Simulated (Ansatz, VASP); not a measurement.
# CuPt6 in VASP and in Ansatz

```
Cu Pt
1.0
     7.18269    0.00000    0.00000
    -3.59135    6.22039    0.00000
     0.00000    0.00000    2.66368
Cu Pt
1 6
Direct
  0.00000 0.00000 0.50000
  0.79078 0.20922 0.50000
  0.79078 0.58155 0.50000
  0.41845 0.20922 0.50000
  0.20922 0.79078 0.50000
  0.20922 0.41845 0.50000
  0.58155 0.79078 0.50000
```

Alike in both runs: functional PBE; k mesh 6 × 6 × 14; occupations gaussian, width 0.1 eV; no spin polarisation.

Ansatz relaxed the structure, and its values are those at the end. VASP's run is a single point on that final structure, the one shown.

|  | VASP | Ansatz |
| --- | --- | --- |
| version | VASP 6.6.1 | Ansatz 0.2.0 |
| potentials or method | VASP PAW PBE potentials, release 64 (Cu, Pt), cutoff 520 eV | scalar-relativistic, plane waves, PAW |
| valence electrons in the cell | 71 | 127 |

```csv
,VASP,Ansatz,Ansatz less VASP
gap on the k mesh at the Fermi level (eV),none,none,-
pressure (GPa),-0.2,0.0,+0.25
rms of the force components (eV/Å),0.005,0.000,-0.0046
```

A gap of «none» marks a metal or a gap that the smearing closes. With one functional, cell and mesh, what is left measures potentials, basis and numerics. VASP's potentials hold 71 valence electrons a cell and Ansatz's 127, so a difference there can come from the potentials and not from the codes.

Spin-orbit coupling is off throughout.
